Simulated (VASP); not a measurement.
Runs of VASP 6.6.1 on NaCl. The structure is that of space group Pm-3m (No. 221), or close to it. The cells are those of the table. 

| task | level | cell | k mesh | cutoff (eV) | smearing | grid for exact exchange (PRECFOCK) | share of exact exchange | screening parameter | gap on the mesh (eV) | pressure (GPa) | relaxed volume (Å³/atom) |
| --- | --- | --- | --- | --- | --- | --- | --- | --- | --- | --- | --- |
| single point | PBE | a = 3.502 Å, 2 atoms | 8 × 8 × 8 | 520 | gaussian 0.024 eV | - | - | - | 3.98 | 0.1 | - |
| relaxation of cell and atoms | PBE+D4 | relaxed from a = 3.502 Å, 2 atoms | 8 × 8 × 8 | 600 | fermi-dirac 0.05 eV | - | - | - | 4.06 | 0.0 | (b) |
| relaxation of cell and atoms | PBEsol | relaxed to 10 GPa from a = 3.502 Å, 2 atoms | 8 × 8 × 8 | 600 | fermi-dirac 0.05 eV | - | - | - | (a) | 9.8 | - |
| relaxation of cell and atoms | PBEsol | relaxed from a = 3.502 Å, 2 atoms | 8 × 8 × 8 | 600 | fermi-dirac 0.05 eV | - | - | - | 3.98 | -0.1 | 20.57 |
| single point | HSE06 | a = 3.502 Å, 2 atoms | 4 × 4 × 4 | 520 | fermi-dirac 0.05 eV | Normal | 0.25 | 0.2079 1/Å | 5.29 | -0.4 | - |
| single point | PBEsol | a = 3.012 Å, 2 atoms | 8 × 8 × 8 | 520 | fermi-dirac 0.05 eV | - | - | - | 4.74 | 30.2 | - |
| single point | PBEsol | a = 3.502 Å, 2 atoms | 6 × 6 × 6 | 520 | fermi-dirac 0.05 eV | - | - | - | 3.84 | (c) | - |
| single point | PBE | a = 3.502 Å, 2 atoms | 8 × 8 × 8 | 520 | gaussian 0.023 eV | - | - | - | 3.98 | 0.1 | - |

Alike in all rows: potentials or basis VASP PAW PBE potentials, release 64 (Cl, Na_pv); no spin polarisation.

Task: Fill in the values left out.

Result: (a) 4.85; (b) 20.95; (c) -1.2.

Caveats: some runs use coarse meshes; the PAW data sets were made with another functional, which shifts forces and pressure a little (at least some runs); the cell is relaxed towards a set pressure, so the run minimises the enthalpy, not the energy (at least some runs); the volume moved by over 15 % at a fixed basis, so the end points are rough (at least some runs); the cell stands under pressure (at least some runs).

A k mesh can miss the band edges.
